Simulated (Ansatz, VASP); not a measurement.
## PbSe in VASP and in Ansatz

```
Pb Se
1.0
     0.00000    3.15882    3.08870
     3.15882    0.00000    3.08870
     3.15882    3.15882    0.00000
Pb Se
1 1
Direct
  0.00000 0.00000 0.00000
  0.50000 0.50000 0.50000
```

Change from the starting cell: biaxial_xy strain +2.3%.

Alike in both runs: task single point; functional PBE; k mesh 8 × 8 × 8; occupations fermi-dirac, width 0.02 eV; no spin polarisation.

|  | VASP | Ansatz |
| --- | --- | --- |
| version | VASP 6.6.1 | Ansatz 0.2.0 |
| potentials or method | VASP PAW PBE potentials, release 64 (Pb_d, Se) | plane waves, PAW |
| plane-wave cutoff (eV) | 520 | 420 |
| valence electrons in the cell | 20 | 30 |

Ansatz gave:

| Item | Value |
| --- | --- |
| pressure (GPa) | -1.1 |
| traceless stress, the component that is largest in VASP (GPa) | 1.42 |

Question: Which values does VASP return?

Answer: Pressure (GPa): -1.1; traceless stress, the component that is largest in VASP (GPa): 1.43.

VASP's potentials hold 20 valence electrons a cell and Ansatz's 30, so a difference there can come from the potentials and not from the codes.

Neither program's run includes spin-orbit coupling.
